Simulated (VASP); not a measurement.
Wanted: the native input for a VASP 6.6.1 run.

- Task: single point
- Functional: PBE
- Potentials or basis: VASP PAW PBE potentials, release 64 (Mn_pv, O)
- Cutoff: 520 eV
- k mesh: 10 × 10 × 10
- Occupations: fermi-dirac, width 0.05 eV
- Spin: collinear spin, ferromagnetic start
- Starting moments: [-4.2, 0.0] μB
- Dipole correction: no
- Further INCAR settings: ALGO = Normal; EDIFF = 1e-07; NBANDS = 20

The structure of MnO lies in POSCAR:

```
MnO
1.0
    0.0000000000      2.2220003300      2.2220003300
    2.2220003300      0.0000000000      2.2220003300
    2.2220003300      2.2220003300      0.0000000000
Mn O
1 1
Direct
    0.0000000000      0.0000000000      0.0000000000
    0.5000000000      0.5000000000      0.5000000000
```

The input as run:

INCAR

```
SYSTEM = MnO
ALGO = Normal ; EDIFF = 1E-7
ENCUT = 520 ; GGA = PE
ISIF = 2 ; ISMEAR = -1
ISPIN = 2 ; LASPH = .True.
LCHARG = .True. ; LELF = .True.
LMAXMIX = 4 ; LORBIT = 11
LREAL = .False. ; LVHAR = .True.
LWAVE = .False. ; MAGMOM = -4.2 0
NBANDS = 20 ; NELM = 150
PREC = Accurate ; SIGMA = 0.05
```

KPOINTS

```
k-points
0
Gamma
  10 10 10
  0 0 0
```

Potentials or basis: VASP PAW PBE potentials, release 64 (Mn_pv, O).

Launch:

```bash
$ cat potpaw_PBE.64/Mn_pv/POTCAR potpaw_PBE.64/O/POTCAR > POTCAR
$ mpirun -np 1 vasp_std > vasp.out
```

Results of the run:

```json
{"Pressure": "0.6 GPa", "Net moment": "-4.79 μB per cell", "Site moments": "Mn -4.34; O -0.20 μB", "Valence electrons inside the program's atomic spheres": "Mn 11.36; O 4.98"}
```

Caveat: a cell with one magnetic atom can't hold antiferromagnetic order, which such compounds often take.

Run time: 29 s on 1 thread of Intel(R) Xeon(R) Platinum 8259CL CPU @ 2.50GHz (Skylake/Cascade Lake), with other jobs on the host, peak memory 0.16 GiB.
